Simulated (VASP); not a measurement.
C, 2 atoms in the cell. Symmetry: Fd-3m, No. 227, cubic system. Conventional cell: a = 3.567 Å, b = 3.567 Å, c = 3.567 Å, α = 90.00°, β = 90.00°, γ = 90.00°. Within 2.1 Å of C (site symmetry -43m) lie 4 C at 1.54 Å. 

```yaml
Program: VASP 6.6.1
Task: single point
Functional: PBE
Potentials_or_basis: VASP PAW PBE potentials, release 64 (C)
Cutoff: 520 eV
k_mesh: 13 × 13 × 13
Occupations: gaussian, width 0.014 eV
Spin: no spin polarisation
Dipole_correction: no
Further_INCAR_settings: ALGO = Normal; EDIFF = 1e-06; NBANDS = 11
```

Potentials or basis: VASP PAW PBE potentials, release 64 (C).

Launch:

```console
$ cat potpaw_PBE.64/C/POTCAR > POTCAR
$ mpirun -np 1 vasp_std > vasp.out
```

Hardware: 1 thread of AMD EPYC 7R13 Processor (Zen 3) (shared host).

Q: How long does it take, and how much memory?

A: Run time: 8.3 s on 1 thread of AMD EPYC 7R13 Processor (Zen 3), with other jobs on the host, peak memory 0.09 GiB. Counts: scf iterations 11, k points 84.
